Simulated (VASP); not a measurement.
A run of VASP 6.6.1 is set up as follows.

File INCAR:

```
PREC = Accurate ; ENCUT = 520
EDIFF = 1E-6 ; ISMEAR = 0
SIGMA = 0.15 ; LREAL = False
LASPH = True ; NELM = 60
ALGO = Normal ; ISIF = 2
LWAVE = False ; LCHARG = False
GGA = PS ; IVDW = 12
NBANDS = 16
```

The input KPOINTS:

```
Automatic mesh
0
Gamma
  21 21 8
```

POSCAR

```
C
1.0
    2.4580081300      0.0000000000      0.0000000000
   -1.2290040650      2.1286974833      0.0000000000
    0.0000000000      0.0000000000      6.5800567345
C
4
Direct
    0.0000000000      0.0000000000      0.0024961493
    0.0000000000      0.0000000000      0.5024961493
    0.3333333333      0.6666666667      0.0025038507
    0.6666666667      0.3333333333      0.5025038507
```

Potentials or basis: VASP PAW PBE potentials, release 64 (C).

The run is started by

```sh
$ cat potpaw_PBE.64/C/POTCAR > POTCAR
$ mpirun -np 1 vasp_std > vasp.out
```

Task: Estimate the pressure.

Result: 0.8 GPa.

Task: Estimate the band gap on the k mesh.

Result: Zero (band 8 reaches 4.83 eV, above the bottom of band 9 at 4.79 eV).

Task: What does it give for the dispersion energy per atom?

Result: -0.112 eV.

Stress tensor (GPa, compression positive):
```
 1.21  0.00  0.00
 0.00  1.21  0.00
 0.00  0.00 -0.12
```

Caveat: the PAW data sets were made with another functional, which shifts forces and pressure a little.
